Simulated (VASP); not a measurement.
# SiNi (Pnma) in VASP: a series of runs

Runs on SiNi. Level: PBE. Tasks: relaxation of cell and atoms, single point.

Program: VASP 6.6.1. These are calculated values, not measurements. Logs are shortened: lines on timing, memory, paths and dates and some standing lists are left out, and cuts for length are marked.

## Step 1: The cell of the first run

Symmetry: Pnma, No. 62, orthorhombic system. The conventional cell has a = 5.173 Å, b = 3.338 Å, c = 5.605 Å, α = 90.00°, β = 90.00°, γ = 90.00°. Si (site symmetry m) has 6 Ni at 2.28 to 2.40 Å and 2 Si at 2.66 Å within 3.0 Å. Within 3.0 Å of Ni (site symmetry m) lie 6 Si at 2.28 to 2.40 Å and 4 Ni at 2.68 to 2.69 Å.

## Step 2: Relaxation of cell and atoms, PBE

The input, INCAR:

```
SYSTEM = SiNi
  ALGO = Normal
  EDIFF = 1E-6
  EDIFFG = -0.01
  ENCUT = 600
  GGA = PE
  IBRION = 2
  ISIF = 3
  ISMEAR = 0
  LASPH = .True.
  LCHARG = .False.
  LREAL = .False.
  LWAVE = .False.
  NELM = 60
  NSW = 80
  PREC = Accurate
  SIGMA = 0.05
```

The input, KPOINTS:

```
k-points
0
Gamma
  8 10 6
  0 0 0
```

The input, POSCAR:

```
SiNi
1.0
    5.1731000000      0.0000000000      0.0000000000
    0.0000000000      3.3381000000      0.0000000000
    0.0000000000      0.0000000000      5.6049000000
Si Ni
4 4
Direct
    0.3212800000      0.7500000000      0.0825000000
    0.1787200000      0.2500000000      0.5825000000
    0.8212800000      0.7500000000      0.4175000000
    0.6787200000      0.2500000000      0.9175000000
    0.0077900000      0.2500000000      0.1875200000
    0.4922100000      0.7500000000      0.6875200000
    0.5077900000      0.2500000000      0.3124800000
    0.9922100000      0.7500000000      0.8124800000
```

Potentials or basis: VASP PAW PBE potentials, release 64 (Si, Ni).

Run with:

```sh
$ cat potpaw_PBE.64/Si/POTCAR potpaw_PBE.64/Ni/POTCAR > POTCAR
$ mpirun -np 1 vasp_std > vasp.out
```

OUTCAR:

```text
SYSTEM = SiNi
   EDIFF = 1E-6
   EDIFFG = -0.01
   ENCUT = 600
   GGA = PE
   IBRION = 2
   ISIF = 3
   ISMEAR = 0
   LASPH = .True.
   LREAL = .False.
   NELM = 60
   NSW = 80
   PREC = Accurate

 ion  position               nearest neighbor table
   1  0.321  0.750  0.083-   8 2.28   7 2.32   7 2.32   6 2.38   5 2.40   5 2.40   4 2.66   4 2.66

   2  0.179  0.250  0.583-   7 2.28   8 2.32   8 2.32   5 2.38   6 2.40   6 2.40   3 2.66   3 2.66

   3  0.821  0.750  0.417-   6 2.28   5 2.32   5 2.32   8 2.38   7 2.40   7 2.40   2 2.66   2 2.66

   4  0.679  0.250  0.917-   5 2.28   6 2.32   6 2.32   7 2.38   8 2.40   8 2.40   1 2.66   1 2.66

   5  0.008  0.250  0.188-   4 2.28   3 2.32   3 2.32   2 2.38   1 2.40   1 2.40   7 2.68   7 2.68
                             8 2.69   8 2.69
   6  0.492  0.750  0.688-   3 2.28   4 2.32   4 2.32   1 2.38   2 2.40   2 2.40   8 2.68   8 2.68
                             7 2.69   7 2.69
   7  0.508  0.250  0.312-   2 2.28   1 2.32   1 2.32   4 2.38   3 2.40   3 2.40   5 2.68   5 2.68
                             6 2.69   6 2.69
   8  0.992  0.750  0.812-   1 2.28   2 2.32   2 2.32   3 2.38   4 2.40   4 2.40   6 2.68   6 2.68
                             5 2.69   5 2.69

  LATTYP: Found a simple orthorhombic cell.
 ALAT       =     3.3381000000
 B/A-ratio  =     1.5497139091
 C/A-ratio  =     1.6790689314

  Lattice vectors:

 A1 = (   0.0000000000,  -3.3381000000,   0.0000000000)
 A2 = (   5.1731000000,   0.0000000000,   0.0000000000)
 A3 = (   0.0000000000,   0.0000000000,   5.6049000000)

Analysis of symmetry for initial positions (statically):
=====================================================================
 Subroutine PRICEL returns:
 Original cell was already a primitive cell.

 Routine SETGRP: Setting up the symmetry group for a
 simple orthorhombic supercell.

 Subroutine GETGRP returns: Found  8 space group operations
 (whereof  2 operations were pure point group operations)
 out of a pool of  8 trial point group operations.

The static configuration has the point symmetry S_2 .
 The point group associated with its full space group is D_2h.

Analysis of symmetry for dynamics (positions and initial velocities):
=====================================================================
 Subroutine PRICEL returns:
 Original cell was already a primitive cell.

 Routine SETGRP: Setting up the symmetry group for a
 simple orthorhombic supercell.

 Subroutine GETGRP returns: Found  8 space group operations
 (whereof  2 operations were pure point group operations)
 out of a pool of  8 trial point group operations.

The dynamic configuration has the point symmetry S_2 .
 The point group associated with its full space group is D_2h.

 Subroutine INISYM returns: Found  8 space group operations
 (whereof  2 operations are pure point group operations),
 and found     1 'primitive' translations

----------------------------------------------------------------------------------------

                                     Primitive cell

  volume of cell :      96.7872

  direct lattice vectors                    reciprocal lattice vectors
     5.173100000  0.000000000  0.000000000     0.193307688  0.000000000  0.000000000
     0.000000000  3.338100000  0.000000000     0.000000000  0.299571613  0.000000000
     0.000000000  0.000000000  5.604900000     0.000000000  0.000000000  0.178415315

  length of vectors
     5.173100000  3.338100000  5.604900000     0.193307688  0.299571613  0.178415315

  position of ions in fractional coordinates (direct lattice)
     0.321280000  0.750000000  0.082500000
     0.178720000  0.250000000  0.582500000
     0.821280000  0.750000000  0.417500000
     0.678720000  0.250000000  0.917500000
     0.007790000  0.250000000  0.187520000
     0.492210000  0.750000000  0.687520000
     0.507790000  0.250000000  0.312480000
     0.992210000  0.750000000  0.812480000

  ion indices of the primitive-cell ions
   primitive index   ion index
                 1           1
                 2           2
                 3           3
                 4           4
                 5           5
                 6           6
                 7           7
                 8           8

----------------------------------------------------------------------------------------

 KPOINTS: k-points

Automatic generation of k-mesh.
 Grid dimensions read from file:
 generate k-points for:    8   10    6

 Generating k-lattice:

  Cartesian coordinates                     Fractional coordinates (reciprocal lattice)
     0.024163461  0.000000000  0.000000000     0.125000000  0.000000000  0.000000000
     0.000000000  0.029957161  0.000000000     0.000000000  0.100000000  0.000000000
     0.000000000  0.000000000  0.029735886     0.000000000  0.000000000  0.166666667

  Length of vectors
     0.024163461  0.029957161  0.029735886

  Shift w.r.t. Gamma in fractional coordinates (k-lattice)
     0.000000000  0.000000000  0.000000000

 Subroutine IBZKPT returns following result:
 ===========================================

 Found    120 irreducible k-points:

 Following reciprocal coordinates:
            Coordinates               Weight
  0.000000  0.000000  0.000000      1.000000
  0.125000  0.000000  0.000000      2.000000
  0.250000  0.000000  0.000000      2.000000
  0.375000  0.000000  0.000000      2.000000
  0.500000  0.000000  0.000000      1.000000
  0.000000  0.100000  0.000000      2.000000
[... 16 lines left out ...]
  0.250000  0.400000  0.000000      4.000000
  0.375000  0.400000  0.000000      4.000000
 [... further k-points ...]
   k-points           NKPTS =    120   k-points in BZ     NKDIM =    120   number of bands    NBANDS=     33
   number of dos      NEDOS =    301   number of ions     NIONS =      8
   total plane-waves  NPLWV =  56448
   dimension x,y,z NGX =    42 NGY =   28 NGZ =   48
   dimension x,y,z NGXF=    84 NGYF=   56 NGZF=   96
   ions per type =               4   4
   NGX,Y,Z   is equivalent  to a cutoff of  13.50, 13.94, 14.24 a.u.
   NGXF,Y,Z  is equivalent  to a cutoff of  26.99, 27.89, 28.47 a.u.
 SYSTEM =  SiNi
   PREC   = accura    normal or accurate (medium, high low for compatibility)
   ISTART =      0    job   : 0-new  1-cont  2-samecut
   ICHARG =      2    charge: 1-file 2-atom 10-const
   ISPIN  =      1    spin polarized calculation?
   LNONCOLLINEAR =      F non collinear calculations
   LSORBIT =      F    spin-orbit coupling
   LASPH  =      T    aspherical Exc in radial PAW
   ENCUT  =  600.0 eV  44.10 Ry    6.64 a.u.  10.33  6.67 11.19*2*pi/ulx,y,z
   NELM   =     60;   NELMIN=  2; NELMDL= -5     # of ELM steps
   EDIFF  = 0.1E-05   stopping-criterion for ELM
   LREAL  =      F    real-space projection
   EDIFFG = -.1E-01   stopping-criterion for IOM
   NSW    =     80    number of steps for IOM
   IBRION =      2    ionic relax: 0-MD 1-quasi-New 2-CG
   NFREE  =      1    steps in history (QN), initial steepest desc. (CG)
   ISIF   =      3    stress and relaxation
   ISYM   =      2    0-nonsym 1-usesym 2-fastsym
   POTIM  = 0.5000    time-step for ionic-motion
   TEBEG  =    0.0;   TEEND  =   0.0 temperature during run
   PSTRESS=    0.0 pullay stress
   NELECT =      56.0000    total number of electrons
   NUPDOWN=      -1.0000    fix difference up-down
   EMIN   =  10.00;   EMAX   =-10.00  energy-range for DOS
   EFERMI =   0.00;   METHOD = LEGACY
   ISMEAR =     0;   SIGMA  =   0.05  broadening in eV -4-tet -1-fermi 0-gaus
   EFERMI_NEDOS =   21; number of points for ismear=-14 and -15
   IALGO  =     38    algorithm
   IMIX   =      4    mixing-type and parameters
     AMIX     =   0.40;   BMIX     =  1.00
     AMIX_MAG =   1.60;   BMIX_MAG =  1.00
  volume/ion in A,a.u.               =      12.10        81.64
  Fermi-wavevector in a.u.,A,eV,Ry     =   1.364158  2.577886 25.319466  1.860928
  Thomas-Fermi vector in A             =   2.490499
   LORBIT       =      0    0 simple, 1 ext, 2 COOP (PROOUT), +10 PAW based schemes
   GGA     = PE    functional components
   LHFCALC =     F    Hartree Fock is set to
   AEXX    =    0.0000 exact exchange contribution
   IVDW    =     0    specifies the selected vdW correction
   LEPSILON=     F    determine dielectric tensor
   LRPA    =     F    only Hartree local field effects (RPA)
 conjugate gradient relaxation of ions
 non-spin polarized calculation
 Gauss-broadening in eV      SIGMA  =   0.05
  energy-cutoff  :      600.00
  volume of cell :       96.79
 maximum number of plane-waves:      3260
 NGX is ok and might be reduce to    42
   NGX = 21   NGY = 13   NGZ = 23

--------------------------------------- Ionic step        1  -------------------------------------------

 number of electron      56.0000001 magnetization

 Free energy of the ion-electron system (eV)
  ---------------------------------------------------
  ext. energy  EPLUGINS =         0.00000000
  ---------------------------------------------------
  free energy    TOTEN  =       -47.59538394 eV

  energy without entropy =      -47.59191832  energy(sigma->0) =      -47.59365113

------------------------ aborting loop because EDIFF is reached ----------------------------------------

  FORCE on cell =-STRESS in cart. coord.  units (eV):
  Direction    XX          YY          ZZ          XY          YZ          ZX
  --------------------------------------------------------------------------------------
  -------------------------------------------------------------------------------------
  Total        0.7412202      1.1872330      1.1935578      0.0000000      0.0000000      0.0000000
  in kB       12.2698636     19.6529815     19.7576803      0.0000000      0.0000000      0.0000000
  external PRESSURE =      17.2268418 kB  Pullay stress =       0.0000000 kB
[... 107 lines left out ...]
  FREE ENERGIE OF THE ION-ELECTRON SYSTEM (eV)
  ---------------------------------------------------
  free  energy   TOTEN  =       -47.6012451555 eV

  energy  without entropy=      -47.5978409511  energy(sigma->0) =      -47.59954305

[... ionic steps 4 to 13 ...]

--------------------------------------- Ionic step       14  -------------------------------------------

 number of electron      56.0000013 magnetization

------------------------ aborting loop because EDIFF is reached ----------------------------------------
[... 79 lines left out ...]
--------------------------------------- Ionic step       16  -------------------------------------------

 number of electron      56.0000013 magnetization

 Free energy of the ion-electron system (eV)
  ---------------------------------------------------
  ext. energy  EPLUGINS =         0.00000000
  ---------------------------------------------------
  free energy    TOTEN  =       -47.60413656 eV

  energy without entropy =      -47.60203949  energy(sigma->0) =      -47.60308803

 E-fermi :  10.2860     XC(G=0): -12.1682

 val. band max:       10.2853871540   @ k =   0.1250   0.4000   0.0000
 cond. band min:      10.3294048116   @ k =   0.2500   0.5000   0.0000
 fundamental gap:      0.0440176576
 Fermi energy:        10.2860306366

 k-point     1 :       0.0000    0.0000    0.0000
  band No.  band energies     occupation
      1      -2.6185      2.00000
      2       0.7019      2.00000
      3       1.9860      2.00000
      4       2.5694      2.00000
      5       3.8661      2.00000
      6       4.3326      2.00000
[... 853 lines left out ...]
     32      11.4388      0.00000
     33      12.7998      0.00000

 [... further k-points ...]
[... 5 lines left out ...]
  --------------------------------------------------------------------------------------
  -------------------------------------------------------------------------------------
  Total       -0.0047982      0.0113944      0.0179513      0.0000000      0.0000000      0.0000000
  in kB       -0.0786453      0.1867600      0.2942290      0.0000000      0.0000000      0.0000000
  external PRESSURE =       0.1341145 kB  Pullay stress =       0.0000000 kB
[... 23 lines left out ...]
  FREE ENERGIE OF THE ION-ELECTRON SYSTEM (eV)
  ---------------------------------------------------
  free  energy   TOTEN  =       -47.6041365576 eV

  energy  without entropy=      -47.6020394940  energy(sigma->0) =      -47.60308803

 reached required accuracy - stopping structural energy minimisation
```

Wall time 53 min (1 thread of AMD EPYC 9R45 (Zen 5), shared host); peak memory 0.46 GiB.

Results:

- Free energy: -47.6041 eV
- Relaxed volume: 12.22 Å³/atom
- Relaxed cell: a = 5.153 Å, b = 3.375 Å, c = 5.621 Å, α = 90.00°, β = 90.00°, γ = 90.00°
- Space group after relaxing (to 0.05 Å): Pnma (No. 62)
- Energy gained by relaxing: 1.1 meV/atom
- Ionic steps: 16
- Pressure after relaxing: 0.0 GPa
- Largest force after relaxing: 0.008 eV/Å
- Band gap on the k mesh: zero (band 28 reaches 11.35 eV, above the bottom of band 29 at 9.54 eV)

Forces on the atoms (eV/Å):
```
Si   0.006  0.000  0.005
Si  -0.006  0.000  0.005
Si   0.006  0.000 -0.005
Si  -0.006  0.000 -0.005
Ni   0.000  0.000 -0.005
Ni   0.000  0.000 -0.005
Ni   0.000  0.000  0.005
Ni   0.000  0.000  0.005
```

The path:
```csv
step,energy change (eV),largest force (eV/Å),pressure (GPa),volume (Å³)
1,0.0000,0.0474,1.72,96.79
2,-0.0021,0.0512,-1.50,98.62
3,-0.0059,0.0420,0.00,97.80
4,-0.0058,0.0422,-0.13,97.85
5,-0.0059,0.0428,-0.22,97.83
6,-0.0069,0.0250,-0.12,97.84
7,-0.0079,0.0173,-0.16,97.86
8,-0.0079,0.0192,-0.12,97.87
9,-0.0083,0.0246,0.16,97.70
10,-0.0083,0.0254,0.10,97.69
11,-0.0083,0.0274,0.18,97.67
12,-0.0086,0.0252,0.10,97.77
13,-0.0086,0.0253,-0.05,97.84
14,-0.0086,0.0252,-0.10,97.82
15,-0.0086,0.0252,-0.06,97.79
16,-0.0088,0.0081,0.01,97.75
```

Final structure:
```
Si Ni
1.0
     5.15315    0.00000    0.00000
     0.00000    3.37475    0.00000
     0.00000    0.00000    5.62089
Si Ni
4 4
Direct
  0.32120 0.75000 0.08396
  0.17880 0.25000 0.58396
  0.82120 0.75000 0.41604
  0.67880 0.25000 0.91604
  0.00852 0.25000 0.18855
  0.49148 0.75000 0.68855
  0.50852 0.25000 0.31145
  0.99148 0.75000 0.81145
```

Levels at points of the mesh, in eV from the Fermi level:
```csv
k point,band 26,band 27,band 28,band 29,band 30,band 31
"(0.00, 0.00, 0.00)",-1.13,-1.10,-0.92,0.63,1.24,3.31
"(0.50, 0.00, 0.00)",-1.82,1.04,1.04,1.10,1.10,3.65
"(0.00, 0.50, 0.00)",-1.86,-1.38,-1.38,-0.59,-0.59,1.98
"(0.50, 0.50, 0.00)",-1.66,-1.66,-1.66,0.45,0.45,0.45
"(0.00, 0.00, 0.50)",-1.41,-0.24,-0.24,0.93,0.93,3.22
"(0.50, 0.00, 0.50)",-1.01,0.77,0.77,2.30,2.30,2.77
"(0.00, 0.50, 0.50)",-1.93,-1.67,-1.67,0.17,0.17,1.28
"(0.50, 0.50, 0.50)",-1.85,-1.85,-1.85,2.51,2.51,2.51
```

Spin polarisation is off, so any magnetic state and its effect on volume and gap are missing. PBE usually gives volumes a little too large and moduli too small.

## Step 3: Single point, PBE

This run uses another cell than the first one, of 12.22 Å³/atom, 1.010 times its volume.

The input, INCAR:

```
SYSTEM = SiNi
  ALGO = Normal
  EDIFF = 1E-6
  ENCUT = 520
  GGA = PE
  ISIF = 2
  ISMEAR = 0
  LASPH = .True.
  LCHARG = .False.
  LREAL = .False.
  LWAVE = .False.
  NBANDS = 38
  NELM = 80
  PREC = Accurate
  SIGMA = 0.05
```

KPOINTS is that of step 2.

The input, POSCAR:

```
SiNi
1.0
    5.1512633918      0.0000000000      0.0000000000
    0.0000000000      3.3777568192      0.0000000000
    0.0000000000      0.0000000000      5.6187263995
Si Ni
4 4
Direct
    0.3213548262      0.7500000000      0.0841685923
    0.1786451738      0.2500000000      0.5841685923
    0.8213548262      0.7500000000      0.4158314077
    0.6786451738      0.2500000000      0.9158314077
    0.0083050259      0.2500000000      0.1884531093
    0.4916949741      0.7500000000      0.6884531093
    0.5083050259      0.2500000000      0.3115468907
    0.9916949741      0.7500000000      0.8115468907
```

Potentials or basis: VASP PAW PBE potentials, release 64 (Si, Ni).

Run with:

```sh
$ cat potpaw_PBE.64/Si/POTCAR potpaw_PBE.64/Ni/POTCAR > POTCAR
$ mpirun -np 1 vasp_std > vasp.out
```

Wall time 11 min (1 thread of Oxide Virtual Turin-like, shared host); peak memory 0.41 GiB.

The run converged. Its results:

| Quantity | Value |
| --- | --- |
| Free energy | -47.6053 eV |
| Pressure | 0.0 GPa |
| Largest force | 0.011 eV/Å |
| Band gap on the k mesh | zero (band 28 reaches 11.35 eV, above the bottom of band 29 at 9.54 eV) |

Forces in eV/Å, atoms in the order of the input:
```
Si   0.001  0.000  0.004
Si  -0.001  0.000  0.004
Si   0.001  0.000 -0.004
Si  -0.001  0.000 -0.004
Ni   0.011  0.000 -0.002
Ni  -0.011  0.000 -0.002
Ni   0.011  0.000  0.002
Ni  -0.011  0.000  0.002
```

Stress tensor (GPa, compression positive):
```
 0.03  0.00  0.00
 0.00 -0.08  0.00
 0.00  0.00  0.03
```

Levels at points of the mesh, in eV from the Fermi level:
| k point | band 26 | band 27 | band 28 | band 29 | band 30 | band 31 |
| --- | --- | --- | --- | --- | --- | --- |
| (0.00, 0.00, 0.00) | -1.12 | -1.12 | -0.92 | 0.64 | 1.25 | 3.30 |
| (0.50, 0.00, 0.00) | -1.81 | 1.05 | 1.05 | 1.09 | 1.09 | 3.64 |
| (0.00, 0.50, 0.00) | -1.85 | -1.37 | -1.37 | -0.59 | -0.59 | 1.98 |
| (0.50, 0.50, 0.00) | -1.65 | -1.65 | -1.65 | 0.45 | 0.45 | 0.45 |
| (0.00, 0.00, 0.50) | -1.40 | -0.24 | -0.24 | 0.92 | 0.92 | 3.22 |
| (0.50, 0.00, 0.50) | -1.00 | 0.78 | 0.78 | 2.29 | 2.29 | 2.76 |
| (0.00, 0.50, 0.50) | -1.93 | -1.66 | -1.66 | 0.17 | 0.17 | 1.28 |
| (0.50, 0.50, 0.50) | -1.85 | -1.85 | -1.85 | 2.52 | 2.52 | 2.52 |

Spin polarisation is off, so any magnetic state and its effect on volume and gap are missing.
